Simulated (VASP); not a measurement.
Be12Br: single point with PBE

Be12Br, a slab with vacuum:

```
CELL_PARAMETERS angstrom
4.58000 0.00000 0.00000
2.29000 3.96640 0.00000
0.00000 0.00000 15.58843
ATOMIC_POSITIONS crystal
Be 0.00000 0.00000 0.06415
Be 0.50000 0.00000 0.06415
Be 0.00000 0.50000 0.06415
Be 0.50000 0.50000 0.06415
Be 0.83012 0.33009 0.18421
Be 0.33980 0.33009 0.18421
Be 0.83012 0.83977 0.18421
Be 0.33334 0.83332 0.17754
Be 0.00777 0.99608 0.30538
Be 0.49614 0.99608 0.30538
Be 0.00002 0.49997 0.28882
Be 0.49615 0.50770 0.30538
Br 0.66668 0.16665 0.42788
```

```json
{
  "Program": "VASP 6.6.1",
  "Task": "single point",
  "Functional": "PBE",
  "Potentials or basis": "VASP PAW PBE potentials, release 64 (Be, Br)",
  "Cutoff": "520 eV",
  "k mesh": "5 × 5 × 1",
  "Occupations": "gaussian, width 0.15 eV",
  "Spin": "no spin polarisation",
  "Dipole correction": "no",
  "Further INCAR settings": "ALGO = Normal; EDIFF = 1e-07; NBANDS = 28"
}
```

- Largest force: 0.264 eV/Å
- Band gap on the k mesh: zero (an odd number of electrons rules out a gap without spin polarisation)

Forces on the atoms (eV/Å):
```
Be  -0.228  0.131 -0.023
Be   0.228  0.131 -0.023
Be   0.000  0.000  0.051
Be   0.000 -0.263 -0.023
Be   0.000  0.000 -0.003
Be   0.000  0.000 -0.003
Be   0.000  0.000 -0.003
Be   0.000  0.000  0.006
Be   0.000  0.000  0.003
Be   0.001  0.001  0.003
Be   0.000  0.000  0.009
Be   0.000  0.000  0.002
Br   0.000  0.000  0.003
```

Levels at points of the mesh, in eV from the Fermi level:
```csv
k point,band 14,band 15,band 16,band 17,band 18,band 19
"(0.00, 0.00, 0.00)",-1.76,-1.70,-1.70,0.01,2.62,2.62
```

Wall time 4 min on 1 thread of Intel(R) Xeon(R) Platinum 8488C (Sapphire Rapids), on a shared host, peak memory 0.4 GiB.

Caveat: there is no dipole correction, which matters where the two faces differ; an odd number of electrons without spin polarisation forces a metal; a magnetic or distorted state may lie lower.
